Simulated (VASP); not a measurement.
# AgCl (P4mm) in VASP: a series of runs

Runs on AgCl. Level: PBEsol. Tasks: single point.

All numbers are computed with VASP 6.6.1; they aren't measurements. Logs are shortened: lines on timing, memory, paths and dates and some standing lists are left out, and cuts for length are marked.

**1. The cell of the first run**

The structure is tetragonal, space group P4mm (No. 99). Conventional cell: a = 3.434 Å, b = 3.434 Å, c = 3.434 Å, α = 90.00°, β = 90.00°, γ = 90.00°. Within 3.6 Å of Ag (site symmetry 4mm) lie 8 Cl at 2.74 to 3.25 Å and 6 Ag at 3.43 Å. Within 3.6 Å of Cl (site symmetry 4mm) lie 8 Ag at 2.74 to 3.25 Å and 6 Cl at 3.43 Å.

**2. Single point, PBEsol**

INCAR reads:

```
SYSTEM = AgCl
PREC = Accurate
ENCUT = 520
EDIFF = 1E-7
ISMEAR = 0
SIGMA = 0.05
LREAL = .FALSE.
LASPH = .TRUE.
NELM = 100
ALGO = Normal
ISIF = 2
LWAVE = .FALSE.
LCHARG = .FALSE.
GGA = PS
NBANDS = 16
```

KPOINTS reads:

```
Automatic mesh
0
G
  10 10 10
  0 0 0
```

POSCAR reads:

```
AgCl
1.0
    3.4339730000      0.0000000000      0.0000000000
    0.0000000000      3.4339730000      0.0000000000
    0.0000000000      0.0000000000      3.4339730000
Ag Cl
1 1
Direct
    0.0000000000      0.0000000000      0.0000000000
    0.3725965522      0.5000000000      0.5000000000
```

Potentials or basis: VASP PAW PBE potentials, release 64 (Ag, Cl).

On the command line:

```bash
> cat potpaw_PBE.64/Ag/POTCAR potpaw_PBE.64/Cl/POTCAR > POTCAR
> mpirun -np 1 vasp_std > vasp.out
```

OUTCAR:

```text
SYSTEM = AgCl
   PREC = Accurate
   ENCUT = 520
   EDIFF = 1E-7
   ISMEAR = 0
   LREAL = .FALSE.
   LASPH = .TRUE.
   NELM = 100
   ISIF = 2
   GGA = PS

 ion  position               nearest neighbor table
   1  0.000  0.000  0.000-   2 2.74   2 2.74   2 2.74   2 2.74
   2  0.373  0.500  0.500-   1 2.74   1 2.74   1 2.74   1 2.74

  LATTYP: Found a simple cubic cell.
 ALAT       =     3.4339730000

  Lattice vectors:

 A1 = (   3.4339730000,   0.0000000000,   0.0000000000)
 A2 = (   0.0000000000,   3.4339730000,   0.0000000000)
 A3 = (   0.0000000000,   0.0000000000,   3.4339730000)

Analysis of symmetry for initial positions (statically):
=====================================================================
 Subroutine PRICEL returns:
 Original cell was already a primitive cell.

 Routine SETGRP: Setting up the symmetry group for a
 simple cubic supercell.

 Subroutine GETGRP returns: Found  8 space group operations
 (whereof  8 operations were pure point group operations)
 out of a pool of 48 trial point group operations.

The static configuration has the point symmetry C_4v.

Analysis of symmetry for dynamics (positions and initial velocities):
=====================================================================
 Subroutine PRICEL returns:
 Original cell was already a primitive cell.

 Routine SETGRP: Setting up the symmetry group for a
 simple cubic supercell.

 Subroutine GETGRP returns: Found  8 space group operations
 (whereof  8 operations were pure point group operations)
 out of a pool of 48 trial point group operations.

The dynamic configuration has the point symmetry C_4v.

 Subroutine INISYM returns: Found  8 space group operations
 (whereof  8 operations are pure point group operations),
 and found     1 'primitive' translations

----------------------------------------------------------------------------------------

                                     Primitive cell

  volume of cell :      40.4940

  direct lattice vectors                    reciprocal lattice vectors
     3.433973000  0.000000000  0.000000000     0.291207881  0.000000000  0.000000000
     0.000000000  3.433973000  0.000000000     0.000000000  0.291207881  0.000000000
     0.000000000  0.000000000  3.433973000     0.000000000  0.000000000  0.291207881

  length of vectors
     3.433973000  3.433973000  3.433973000     0.291207881  0.291207881  0.291207881

  position of ions in fractional coordinates (direct lattice)
     0.000000000  0.000000000  0.000000000
     0.372596552  0.500000000  0.500000000

  ion indices of the primitive-cell ions
   primitive index   ion index
                 1           1
                 2           2

----------------------------------------------------------------------------------------

 KPOINTS: Automatic mesh

Automatic generation of k-mesh.
 Grid dimensions read from file:
 generate k-points for:   10   10   10

 Generating k-lattice:

  Cartesian coordinates                     Fractional coordinates (reciprocal lattice)
     0.029120788  0.000000000  0.000000000     0.100000000  0.000000000  0.000000000
     0.000000000  0.029120788  0.000000000     0.000000000  0.100000000  0.000000000
     0.000000000  0.000000000  0.029120788     0.000000000  0.000000000  0.100000000

  Length of vectors
     0.029120788  0.029120788  0.029120788

  Shift w.r.t. Gamma in fractional coordinates (k-lattice)
     0.000000000  0.000000000  0.000000000

 Subroutine IBZKPT returns following result:
 ===========================================

 Found    126 irreducible k-points:

 Following reciprocal coordinates:
            Coordinates               Weight
  0.000000  0.000000  0.000000      1.000000
  0.100000  0.000000  0.000000      2.000000
  0.000000  0.100000  0.000000      4.000000
  0.200000  0.000000  0.000000      2.000000
  0.000000  0.200000  0.000000      4.000000
  0.300000  0.000000  0.000000      2.000000
[... 16 lines left out ...]
  0.500000  0.100000  0.000000      4.000000
  0.000000  0.500000  0.100000      4.000000
 [... further k-points ...]
   k-points           NKPTS =    126   k-points in BZ     NKDIM =    126   number of bands    NBANDS=     16
   number of dos      NEDOS =    301   number of ions     NIONS =      2
   total plane-waves  NPLWV =  21952
   dimension x,y,z NGX =    28 NGY =   28 NGZ =   28
   dimension x,y,z NGXF=    56 NGYF=   56 NGZF=   56
   ions per type =               1   1
   NGX,Y,Z   is equivalent  to a cutoff of  13.56, 13.56, 13.56 a.u.
   NGXF,Y,Z  is equivalent  to a cutoff of  27.11, 27.11, 27.11 a.u.
 SYSTEM =  AgCl
   PREC   = accura    normal or accurate (medium, high low for compatibility)
   ISTART =      0    job   : 0-new  1-cont  2-samecut
   ICHARG =      2    charge: 1-file 2-atom 10-const
   ISPIN  =      1    spin polarized calculation?
   LNONCOLLINEAR =      F non collinear calculations
   LSORBIT =      F    spin-orbit coupling
   LASPH  =      T    aspherical Exc in radial PAW
   ENCUT  =  520.0 eV  38.22 Ry    6.18 a.u.   6.38  6.38  6.38*2*pi/ulx,y,z
   NELM   =    100;   NELMIN=  2; NELMDL= -5     # of ELM steps
   EDIFF  = 0.1E-06   stopping-criterion for ELM
   LREAL  =      F    real-space projection
   EDIFFG = 0.1E-05   stopping-criterion for IOM
   NSW    =      0    number of steps for IOM
   IBRION =     -1    ionic relax: 0-MD 1-quasi-New 2-CG
   NFREE  =      0    steps in history (QN), initial steepest desc. (CG)
   ISIF   =      2    stress and relaxation
   ISYM   =      2    0-nonsym 1-usesym 2-fastsym
   POTIM  = 0.5000    time-step for ionic-motion
   TEBEG  =    0.0;   TEEND  =   0.0 temperature during run
   PSTRESS=    0.0 pullay stress
   NELECT =      18.0000    total number of electrons
   NUPDOWN=      -1.0000    fix difference up-down
   EMIN   =  10.00;   EMAX   =-10.00  energy-range for DOS
   EFERMI =   0.00;   METHOD = LEGACY
   ISMEAR =     0;   SIGMA  =   0.05  broadening in eV -4-tet -1-fermi 0-gaus
   EFERMI_NEDOS =   21; number of points for ismear=-14 and -15
   IALGO  =     38    algorithm
   IMIX   =      4    mixing-type and parameters
     AMIX     =   0.40;   BMIX     =  1.00
     AMIX_MAG =   1.60;   BMIX_MAG =  1.00
  volume/ion in A,a.u.               =      20.25       136.63
  Fermi-wavevector in a.u.,A,eV,Ry     =   1.249402  2.361027 21.238760  1.561005
  Thomas-Fermi vector in A             =   2.383444
   LORBIT       =      0    0 simple, 1 ext, 2 COOP (PROOUT), +10 PAW based schemes
   GGA     = PS    functional components
   LHFCALC =     F    Hartree Fock is set to
   AEXX    =    0.0000 exact exchange contribution
   IVDW    =     0    specifies the selected vdW correction
   LEPSILON=     F    determine dielectric tensor
   LRPA    =     F    only Hartree local field effects (RPA)
 non-spin polarized calculation
 Gauss-broadening in eV      SIGMA  =   0.05
  energy-cutoff  :      520.00
  volume of cell :       40.49
 maximum number of plane-waves:      1108
 NGX is ok and might be reduce to    28
   NGX = 13   NGY = 13   NGZ = 13

 number of electron      18.0000002 magnetization

 Free energy of the ion-electron system (eV)
  ---------------------------------------------------
  ext. energy  EPLUGINS =         0.00000000
  ---------------------------------------------------
  free energy    TOTEN  =        -5.77048831 eV

  energy without entropy =       -5.77048831  energy(sigma->0) =       -5.77048831

 E-fermi :   4.2126     XC(G=0): -10.5713

 val. band max:        4.0218265162   @ k =   0.0000   0.5000   0.0000
 cond. band min:       4.4003022140   @ k =   0.0000   0.0000   0.0000
 fundamental gap:      0.3784756978
 Fermi energy:         4.2125682442

 k-point     1 :       0.0000    0.0000    0.0000
  band No.  band energies     occupation
      1     -10.8911      2.00000
      2       0.6194      2.00000
      3       1.0038      2.00000
      4       1.4767      2.00000
      5       1.4767      2.00000
      6       1.9538      2.00000
[... 8 lines left out ...]
     15      18.8157      0.00000
     16      19.5893      0.00000

 k-point     2 :       0.1000    0.0000    0.0000
  band No.  band energies     occupation
      1     -10.8522      2.00000
      2       0.5142      2.00000
      3       1.0173      2.00000
      4       1.3809      2.00000
      5       1.3809      2.00000
      6       1.9583      2.00000
[... 8 lines left out ...]
     15      18.2953      0.00000
     16      20.0864      0.00000

 k-point     3 :       0.0000    0.1000    0.0000
  band No.  band energies     occupation
      1     -10.8496      2.00000
      2       0.6305      2.00000
      3       0.8317      2.00000
      4       1.3398      2.00000
      5       1.4526      2.00000
      6       1.9514      2.00000
[... 8 lines left out ...]
     15      17.9438      0.00000
     16      19.5659      0.00000

 k-point     4 :       0.2000    0.0000    0.0000
  band No.  band energies     occupation
      1     -10.7469      2.00000
      2       0.0845      2.00000
      3       1.0528      2.00000
      4       1.1843      2.00000
      5       1.1843      2.00000
      6       1.9704      2.00000
[... 8 lines left out ...]
     15      17.8090      0.00000
     16      20.0401      0.00000
[... 324 lines left out ...]
 k-point    22 :       0.1000    0.0000    0.4000
  band No.  band energies     occupation
      1     -10.4346      2.00000
      2      -1.1440      2.00000
      3       0.7039      2.00000
      4       1.0117      2.00000
      5       1.3128      2.00000
      6       1.9707      2.00000
[... 8 lines left out ...]
     15      19.5544      0.00000
     16      19.5655      0.00000

 k-point    23 :       0.5000    0.1000    0.0000
  band No.  band energies     occupation
      1     -10.4152      2.00000
      2      -1.1490      2.00000
      3       0.7365      2.00000
      4       0.8591      2.00000
      5       1.2161      2.00000
      6       1.9495      2.00000
[... 8 lines left out ...]
     15      19.3991      0.00000
     16      19.6187      0.00000

 k-point    24 :       0.0000    0.5000    0.1000
  band No.  band energies     occupation
      1     -10.3863      2.00000
      2      -1.3300      2.00000
      3       0.5397      2.00000
      4       1.1854      2.00000
      5       1.2119      2.00000
      6       1.9689      2.00000
[... 8 lines left out ...]
     15      19.1818      0.00000
     16      19.4394      0.00000

 [... further k-points ...]

------------------------ aborting loop because EDIFF is reached ----------------------------------------

  FORCE on cell =-STRESS in cart. coord.  units (eV):
  Direction    XX          YY          ZZ          XY          YZ          ZX
  --------------------------------------------------------------------------------------
  -------------------------------------------------------------------------------------
  Total       -0.7617450     -0.4678293     -0.4678293      0.0000000      0.0000000      0.0000000
  in kB      -30.1390491    -18.5100393    -18.5100393      0.0000000      0.0000000      0.0000000
  external PRESSURE =     -22.3863759 kB  Pullay stress =       0.0000000 kB

 VOLUME and BASIS-vectors are now :
 -----------------------------------------------------------------------------
  energy-cutoff  :      520.00
  volume of cell :       40.49
      direct lattice vectors                 reciprocal lattice vectors
     3.433973000  0.000000000  0.000000000     0.291207881  0.000000000  0.000000000
     0.000000000  3.433973000  0.000000000     0.000000000  0.291207881  0.000000000
     0.000000000  0.000000000  3.433973000     0.000000000  0.000000000  0.291207881

 POSITION                                       TOTAL-FORCE (eV/Angst)
 -----------------------------------------------------------------------------------
      0.00000      0.00000      0.00000        -0.010044     -0.000000      0.000000
      1.27949      1.71699      1.71699         0.010044      0.000000     -0.000000
 -----------------------------------------------------------------------------------
    total drift:                                0.000043     -0.000000      0.000000

  FREE ENERGIE OF THE ION-ELECTRON SYSTEM (eV)
  ---------------------------------------------------
  free  energy   TOTEN  =        -5.7704883135 eV

  energy  without entropy=       -5.7704883135  energy(sigma->0) =       -5.77048831
```

Wall time 1.7 min (1 thread of AMD EPYC 7R13, shared host); peak memory 0.19 GiB.

What came out:

```yaml
Free_energy: -5.7705 eV
Pressure: -2.2 GPa
Largest_force: 0.010 eV/Å
Band_gap_on_the_k_mesh: 0.38 eV (least direct gap 1.59 eV)
```

Forces in eV/Å, atoms in the order of the input:
```
Ag  -0.010  0.000  0.000
Cl   0.010  0.000  0.000
```

Caveat: semilocal functionals underestimate gaps, and a narrow one can read as zero; the PAW data sets were made with another functional, which shifts forces and pressure a little.

**3. Single point, PBEsol**

INCAR reads:

```
ALGO     = Normal         # electronic algorithm
EDIFF    = 1E-6           # SCF threshold, eV
ENCUT    = 520            # plane-wave cutoff, eV
GGA      = PS             # functional
ISIF     = 2              # what is computed and relaxed
ISMEAR   = 0              # smearing method
LASPH    = T              # aspherical terms in the spheres
LCHARG   = F              # write CHGCAR
LREAL    = F              # projectors in reciprocal space
LWAVE    = F              # write WAVECAR
NBANDS   = 16             # bands
NELM     = 100            # most SCF steps
PREC     = Accurate       # precision mode
SIGMA    = 0.05           # smearing width, eV
```

KPOINTS reads:

```
k-points
0
Gamma
  10 10 10
```

POSCAR: that of step 2 with these lines changed.

```diff
@@ -9,2 +9,2 @@
     0.0000000000      0.0000000000      0.0000000000
-    0.3725965522      0.5000000000      0.5000000000
+    0.4453985224      0.5000000000      0.5000000000
```

Potentials or basis: VASP PAW PBE potentials, release 64 (Ag, Cl).

On the command line:

```bash
> cat potpaw_PBE.64/Ag/POTCAR potpaw_PBE.64/Cl/POTCAR > POTCAR
> mpirun -np 1 vasp_std > vasp.out
```

OUTCAR:

```text
EDIFF = 1E-6
   ENCUT = 520
   GGA = PS
   ISIF = 2
   ISMEAR = 0
   LASPH = T
   LREAL = F
   NELM = 100
   PREC = Accurate

 ion  position               nearest neighbor table
   1  0.000  0.000  0.000-   2 2.87   2 2.87   2 2.87   2 2.87   2 3.09   2 3.09   2 3.09   2 3.09

   2  0.445  0.500  0.500-   1 2.87   1 2.87   1 2.87   1 2.87   1 3.09   1 3.09   1 3.09   1 3.09

  LATTYP: Found a simple cubic cell.
 ALAT       =     3.4339730000

  Lattice vectors:

 A1 = (   3.4339730000,   0.0000000000,   0.0000000000)
 A2 = (   0.0000000000,   3.4339730000,   0.0000000000)
 A3 = (   0.0000000000,   0.0000000000,   3.4339730000)

Analysis of symmetry for initial positions (statically):
=====================================================================
 Subroutine PRICEL returns:
 Original cell was already a primitive cell.

 Routine SETGRP: Setting up the symmetry group for a
 simple cubic supercell.

 Subroutine GETGRP returns: Found  8 space group operations
 (whereof  8 operations were pure point group operations)
 out of a pool of 48 trial point group operations.

[... 162 lines left out ...]

 E-fermi :   4.0288     XC(G=0): -10.6087

 val. band max:        3.8329827955   @ k =   0.0000   0.5000   0.0000
 cond. band min:       4.2322331209   @ k =   0.0000   0.0000   0.0000
 fundamental gap:      0.3992503254
 Fermi energy:         4.0287963916

 k-point     1 :       0.0000    0.0000    0.0000
  band No.  band energies     occupation
      1     -10.8035      2.00000
      2       0.9218      2.00000
      3       1.0301      2.00000
      4       1.8208      2.00000
      5       1.8208      2.00000
      6       1.9867      2.00000
[... 433 lines left out ...]
      3       0.7965      2.00000
      4       1.0110      2.00000
      5       1.2144      2.00000
      6       2.0000      2.00000
[... 8 lines left out ...]
     15      19.4075      0.00000
     16      19.6668      0.00000

 [... further k-points ...]

------------------------ aborting loop because EDIFF is reached ----------------------------------------

  FORCE on cell =-STRESS in cart. coord.  units (eV):
  Direction    XX          YY          ZZ          XY          YZ          ZX
  --------------------------------------------------------------------------------------
  -------------------------------------------------------------------------------------
  Total       -1.0986943     -1.0566436     -1.0566436      0.0000000      0.0000000      0.0000000
  in kB      -43.4707194    -41.8069490    -41.8069490      0.0000000      0.0000000      0.0000000
  external PRESSURE =     -42.3615391 kB  Pullay stress =       0.0000000 kB

 VOLUME and BASIS-vectors are now :
 -----------------------------------------------------------------------------
  energy-cutoff  :      520.00
  volume of cell :       40.49
      direct lattice vectors                 reciprocal lattice vectors
     3.433973000  0.000000000  0.000000000     0.291207881  0.000000000  0.000000000
     0.000000000  3.433973000  0.000000000     0.000000000  0.291207881  0.000000000
     0.000000000  0.000000000  3.433973000     0.000000000  0.000000000  0.291207881

 POSITION                                       TOTAL-FORCE (eV/Angst)
 -----------------------------------------------------------------------------------
      0.00000      0.00000      0.00000         0.021747      0.000000     -0.000000
      1.52949      1.71699      1.71699        -0.021747     -0.000000      0.000000
 -----------------------------------------------------------------------------------
    total drift:                                0.000005     -0.000000      0.000000

  FREE ENERGIE OF THE ION-ELECTRON SYSTEM (eV)
  ---------------------------------------------------
  free  energy   TOTEN  =        -5.7672027528 eV

  energy  without entropy=       -5.7672027528  energy(sigma->0) =       -5.76720275
```

stdout:

```text
POSCAR found type information on POSCAR AgCl
 POSCAR found :  2 types and       2 ions
 scaLAPACK will be used
 -----------------------------------------------------------------------------
|                                                                             |
|                                                                             |
|     You enforced a specific xc type in the INCAR file but a different       |
|     I HOPE YOU KNOW WHAT YOU ARE DOING!                                     |
|                                                                             |
 -----------------------------------------------------------------------------

 LDA part: xc-table for (Slater+PW92), standard interpolation
 POSCAR, INCAR and KPOINTS ok, starting setup
 FFT: planning ... GRIDC
 FFT: planning ... GRID_SOFT
 FFT: planning ... GRID
 WAVECAR not read
 entering main loop
```

Run time: 1.8 min. Hardware: 1 thread of AMD EPYC 7R13, shared host; peak memory 0.19 GiB.

Results:

| Property | Result |
| --- | --- |
| Free energy | -5.7672 eV |
| Pressure | -4.2 GPa |
| Largest force | 0.022 eV/Å |
| Band gap on the k mesh | 0.40 eV (least direct gap 1.81 eV) |

Forces in eV/Å, atoms in the order of the input:
```
Ag   0.022  0.000  0.000
Cl  -0.022  0.000  0.000
```

Caveat: the cell differs from its parent crystal (all Cl atoms moved +0.188 Å, as atom 2 towards its neighbour atom 2 (Cl) at 3.434 Å); the cell stands under tension; semilocal functionals underestimate gaps, and a narrow one can read as zero; the PAW data sets were made with another functional, which shifts forces and pressure a little. A k mesh can miss the band edges.
